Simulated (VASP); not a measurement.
# Mg2Ge2N (P4mm) in VASP: further runs, part 2 of 2

VASP 6.6.1. The steps go on from the part before.

### 4 Relaxation of cell and atoms, PBE

This run uses another cell than the first one, of 21.83 Å³/atom.

Input file INCAR:

```
PREC     = Accurate       # precision mode
ENCUT    = 600            # plane-wave cutoff, eV
EDIFF    = 1E-7           # SCF threshold, eV
ISMEAR   = 0              # smearing method
SIGMA    = 0.1            # smearing width, eV
LREAL    = False          # projectors in reciprocal space
LASPH    = True           # aspherical terms in the spheres
NELM     = 80             # most SCF steps
ALGO     = Normal         # electronic algorithm
ISIF     = 3              # what is computed and relaxed
LWAVE    = False          # write WAVECAR
LCHARG   = False          # write CHGCAR
GGA      = PE             # functional
IBRION   = 2              # ionic algorithm
NSW      = 100            # ionic steps
EDIFFG   = -0.01          # ionic threshold
```

Input file KPOINTS:

```
Automatic mesh
0
Gamma
  10 10 6
```

Input file POSCAR:

```
Mg2Ge2N
1.0
    4.0439494819      0.0000000000      0.0000000000
    0.0000000000      4.0439494819      0.0000000000
    0.0000000000      0.0000000000      6.6743458496
Mg Ge N
2 2 1
Direct
    0.5000000000      0.0000000000      0.5583000242
    0.0000000000      0.5000000000      0.5583000242
    0.0000000000      0.0000000000      0.2291877816
    0.0000000000      0.0000000000      0.8842105958
    0.5000000000      0.5000000000      0.5492079242
```

Potentials or basis: VASP PAW PBE potentials, release 64 (Mg, Ge_d, N).

The run is started by

```
$ cat potpaw_PBE.64/Mg/POTCAR potpaw_PBE.64/Ge_d/POTCAR potpaw_PBE.64/N/POTCAR > POTCAR
$ mpirun -np 1 vasp_std > vasp.out
```

OUTCAR:

```text
PREC = Accurate
   ENCUT = 600
   EDIFF = 1E-7
   ISMEAR = 0
   LREAL = False
   LASPH = True
   NELM = 80
   ISIF = 3
   GGA = PE
   IBRION = 2
   NSW = 100
   EDIFFG = -0.01

 ion  position               nearest neighbor table
   1  0.500  0.000  0.558-   5 2.02   5 2.02   2 2.86   2 2.86   2 2.86   2 2.86   4 2.97   4 2.97
                             3 2.99   3 2.99
   2  0.000  0.500  0.558-   5 2.02   5 2.02   1 2.86   1 2.86   1 2.86   1 2.86   4 2.97   4 2.97
                             3 2.99   3 2.99
   3  0.000  0.000  0.229-   4 2.30   2 2.99   1 2.99   2 2.99   1 2.99
   4  0.000  0.000  0.884-   3 2.30   2 2.97   1 2.97   2 2.97   1 2.97
   5  0.500  0.500  0.549-   1 2.02   2 2.02   1 2.02   2 2.02

  LATTYP: Found a simple tetragonal cell.
 ALAT       =     4.0439494819
 C/A-ratio  =     1.6504523312

  Lattice vectors:

 A1 = (   4.0439494819,   0.0000000000,   0.0000000000)
 A2 = (   0.0000000000,   4.0439494819,   0.0000000000)
 A3 = (   0.0000000000,   0.0000000000,   6.6743458496)

Analysis of symmetry for initial positions (statically):
=====================================================================
 Subroutine PRICEL returns:
 Original cell was already a primitive cell.

 Routine SETGRP: Setting up the symmetry group for a
 simple tetragonal supercell.

 Subroutine GETGRP returns: Found  8 space group operations
 (whereof  8 operations were pure point group operations)
 out of a pool of 16 trial point group operations.

The static configuration has the point symmetry C_4v.

Analysis of symmetry for dynamics (positions and initial velocities):
=====================================================================
 Subroutine PRICEL returns:
 Original cell was already a primitive cell.

 Routine SETGRP: Setting up the symmetry group for a
 simple tetragonal supercell.
[... 151 lines left out ...]

 number of electron      36.9999977 magnetization

 Free energy of the ion-electron system (eV)
  ---------------------------------------------------
  ext. energy  EPLUGINS =         0.00000000
  ---------------------------------------------------
  free energy    TOTEN  =       -19.02185667 eV

  energy without entropy =      -19.01187964  energy(sigma->0) =      -19.01686815

------------------------ aborting loop because EDIFF is reached ----------------------------------------

  FORCE on cell =-STRESS in cart. coord.  units (eV):
  Direction    XX          YY          ZZ          XY          YZ          ZX
  --------------------------------------------------------------------------------------
  -------------------------------------------------------------------------------------
  Total        0.4029155      0.4029155      0.3843352      0.0000000      0.0000000      0.0000000
  in kB        5.9143145      5.9143145      5.6415774      0.0000000      0.0000000      0.0000000
  external PRESSURE =       5.8234021 kB  Pullay stress =       0.0000000 kB
[... 98 lines left out ...]
  FREE ENERGIE OF THE ION-ELECTRON SYSTEM (eV)
  ---------------------------------------------------
  free  energy   TOTEN  =       -19.0250289690 eV

  energy  without entropy=      -19.0154199675  energy(sigma->0) =      -19.02022447

[... ionic steps 4 to 12 ...]

--------------------------------------- Ionic step       13  -------------------------------------------

 number of electron      36.9999995 magnetization

------------------------ aborting loop because EDIFF is reached ----------------------------------------
[... 73 lines left out ...]
--------------------------------------- Ionic step       15  -------------------------------------------

 number of electron      36.9999993 magnetization

 Free energy of the ion-electron system (eV)
  ---------------------------------------------------
  ext. energy  EPLUGINS =         0.00000000
  ---------------------------------------------------
  free energy    TOTEN  =       -19.02671014 eV

  energy without entropy =      -19.01655146  energy(sigma->0) =      -19.02163080

 E-fermi :   2.4527     XC(G=0):  -8.7771

 val. band max:        2.4285807567   @ k =   0.3000   0.1000   0.5000
 cond. band min:       2.4620212344   @ k =   0.5000   0.4000   0.0000
 fundamental gap:      0.0334404777
 Fermi energy:         2.4526581122

 k-point     1 :       0.0000    0.0000    0.0000
  band No.  band energies     occupation
      1     -22.3447      2.00000
      2     -22.2593      2.00000
      3     -22.2515      2.00000
      4     -22.2411      2.00000
      5     -22.2396      2.00000
      6     -22.2396      2.00000
[... 589 lines left out ...]
     21       4.8978      0.00000
     22       5.4433      0.00000

 [... further k-points ...]

------------------------ aborting loop because EDIFF is reached ----------------------------------------

  FORCE on cell =-STRESS in cart. coord.  units (eV):
  Direction    XX          YY          ZZ          XY          YZ          ZX
  --------------------------------------------------------------------------------------
  -------------------------------------------------------------------------------------
  Total        0.0166450      0.0166450      0.0342997      0.0000000      0.0000000     -0.0000000
  in kB        0.2422614      0.2422614      0.4992187      0.0000000      0.0000000     -0.0000000
  external PRESSURE =       0.3279138 kB  Pullay stress =       0.0000000 kB
[... 20 lines left out ...]
  FREE ENERGIE OF THE ION-ELECTRON SYSTEM (eV)
  ---------------------------------------------------
  free  energy   TOTEN  =       -19.0267101380 eV

  energy  without entropy=      -19.0165514565  energy(sigma->0) =      -19.02163080

 reached required accuracy - stopping structural energy minimisation
```

Run time: 27 min. Hardware: 1 thread of Intel Xeon 8259CL, shared host; peak memory 0.43 GiB.

Results:

* Free energy: -19.0267 eV
* Relaxed volume: 22.02 Å³/atom
* Relaxed cell: a = 4.065 Å, b = 4.065 Å, c = 6.662 Å, α = 90.00°, β = 90.00°, γ = 90.00°
* Space group after relaxing (to 0.1 Å): P4/mmm (No. 123)
* Energy gained by relaxing: 1.0 meV/atom
* Ionic steps: 15
* Pressure after relaxing: 0.0 GPa
* Largest force after relaxing: 0.006 eV/Å
* Band gap on the k mesh: zero (an odd number of electrons rules out a gap without spin polarisation)

Forces in eV/Å, atoms in the order of the input:
```
Mg   0.000  0.000 -0.002
Mg   0.000  0.000 -0.002
Ge   0.000  0.000  0.006
Ge   0.000  0.000  0.001
N    0.000  0.000 -0.004
```

The path:
```
step  energy change (eV)  largest force (eV/Å)  pressure (GPa)  volume (Å³)
   1              0.0000                0.1876            0.58       109.15
   2             -0.0031                0.0499           -0.11       110.41
   3             -0.0032                0.0454           -0.01       110.21
   4             -0.0035                0.0437           -0.04       110.26
   5             -0.0038                0.0438           -0.09       110.35
   6             -0.0041                0.0356           -0.07       110.20
   7             -0.0042                0.0314            0.04       109.89
   8             -0.0043                0.0270            0.05       109.94
   9             -0.0044                0.0227            0.03       109.97
  10             -0.0046                0.0096            0.00       110.06
  11             -0.0046                0.0074           -0.02       110.09
  12             -0.0048                0.0240            0.00       110.05
  13             -0.0048                0.0290            0.02       110.04
  14             -0.0049                0.0115            0.03       110.09
  15             -0.0049                0.0064            0.03       110.08
```

Final structure:
```
CELL_PARAMETERS angstrom
4.06480 0.00000 0.00000
0.00000 4.06480 0.00000
0.00000 0.00000 6.66241
ATOMIC_POSITIONS crystal
Mg 0.50000 0.00000 0.55581
Mg 0.00000 0.50000 0.55581
Ge 0.00000 0.00000 0.22973
Ge 0.00000 0.00000 0.88158
N 0.50000 0.50000 0.55629
```

Caveat: an odd number of electrons without spin polarisation forces a metal; a magnetic or distorted state may lie lower.

The gap in the log of VASP goes by the Fermi energy; the results here count the filled bands.